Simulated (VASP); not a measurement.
**Cr: single point with PBE**

Crystal: Cr.

```
CELL_PARAMETERS angstrom
-1.48259 1.48259 1.36398
1.48259 -1.48259 1.36398
1.48259 1.48259 -1.36398
ATOMIC_POSITIONS crystal
Cr 0.00000 0.00000 0.00000
```

This cell differs from its parent crystal: ratio of the length along z to the lengths across it x 0.92, volume and fractional coordinates fixed.

```yaml
Program: VASP 6.6.1
Task: single point
Functional: PBE
Potentials_or_basis: VASP PAW PBE potentials, release 64 (Cr_pv)
Cutoff: 520 eV
k_mesh: 26 × 26 × 26
Occupations: gaussian, width 0.15 eV
Spin: no spin polarisation
Dipole_correction: no
Further_INCAR_settings: ALGO = Fast; EDIFF = 1e-06; NBANDS = 12
```

```json
{"Pressure": "-8.2 GPa", "Band gap on the k mesh": "zero (band 6 reaches 12.73 eV, above the bottom of band 7 at 9.65 eV)"}
```

Stress tensor (GPa, compression positive):
```
-16.94   0.00   0.00
  0.00 -16.94   0.00
  0.00   0.00   9.34
```

Levels at points of the mesh, in eV from the Fermi level:
| k point | band 2 | band 3 | band 4 | band 5 | band 6 | band 7 | band 8 | band 9 | band 10 | band 11 |
| --- | --- | --- | --- | --- | --- | --- | --- | --- | --- | --- |
| (0.00, 0.00, 0.00) | -42.78 | -42.73 | -7.72 | -1.29 | -0.58 | -0.58 | 0.68 | 1.40 | 7.10 | 21.39 |
| (0.50, 0.00, 0.00) | -43.05 | -42.79 | -4.26 | -2.56 | 1.06 | 1.31 | 1.79 | 2.68 | 7.09 | 9.79 |
| (0.50, 0.50, 0.00) | -42.95 | -42.76 | -4.20 | -1.76 | 0.55 | 0.59 | 1.19 | 2.63 | 7.09 | 8.96 |
| (0.50, 0.50, 0.50) | -43.38 | -43.20 | -4.20 | -3.96 | 2.29 | 2.29 | 2.42 | 7.10 | 9.29 | 9.29 |

Run time: 2.8 min on 1 thread of AMD EPYC 7R43 64-Core Processor (Zen 3), on a shared host, peak memory 0.25 GiB.

Caveat: the run has no spin polarisation, though such a crystal can be magnetic. Spin polarisation is off, so any magnetic state and its effect on volume and gap are missing.
